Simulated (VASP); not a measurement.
A run of VASP 6.6.1 is set up as follows.

Contents of INCAR:

```
PREC = Accurate ; ENCUT = 600
EDIFF = 1E-6 ; ISMEAR = 0
SIGMA = 0.1 ; LREAL = False
LASPH = True ; NELM = 150
ALGO = Normal ; ISIF = 3
LWAVE = False ; LCHARG = False
ISPIN = 2 ; MAGMOM = 0.94 0.94 0 0 0 0
LORBIT = 11 ; LMAXMIX = 4
GGA = PE ; IBRION = 2
NSW = 90 ; EDIFFG = -0.04
```

The input KPOINTS:

```
Automatic mesh
0
Gamma
  4 4 4
```

POSCAR

```
CoW2
1.0
    0.0000000000      3.4877243596      3.4877243596
    3.4877243596      0.0000000000      3.4877243596
    3.4877243596      3.4877243596      0.0000000000
Co W
2 4
Direct
    0.0000000000      0.0000000000      0.0000000000
    0.2500000000      0.2500000000      0.2500000000
    0.6250000000      0.6250000000      0.6250000000
    0.1250000000      0.6250000000      0.6250000000
    0.6250000000      0.6250000000      0.1250000000
    0.6250000000      0.1250000000      0.6250000000
```

Potentials or basis: VASP PAW PBE potentials, release 64 (Co, W_sv).

Run with:

```bash
$ cat potpaw_PBE.64/Co/POTCAR potpaw_PBE.64/W_sv/POTCAR > POTCAR
$ mpirun -np 1 vasp_std > vasp.out
```

Task: Predict the relaxed volume.

Result: 16.08 Å³/atom.

Task: Estimate the space group after relaxing (to 0.1 Å).

Result: Fd-3m (No. 227).

Task: What does it give for the net moment?

Result: 0.00 μB per cell.

Final structure:
```xyz
6
Lattice="0.0000 3.6402 3.6402 3.6402 0.0000 3.6402 3.6402 3.6402 0.0000" Properties=species:S:1:pos:R:3 pbc="T T T"
Co    0.0000    0.0000    0.0000
Co    1.8201    1.8201    1.8201
W     4.5502    4.5502    4.5502
W     4.5502    2.7301    2.7301
W     2.7301    2.7301    4.5502
W     2.7301    4.5502    2.7301
```

Caveat: the k points lie up to 0.37 Å⁻¹ apart in the final cell, too coarse for converged energies and pressures of a metal.
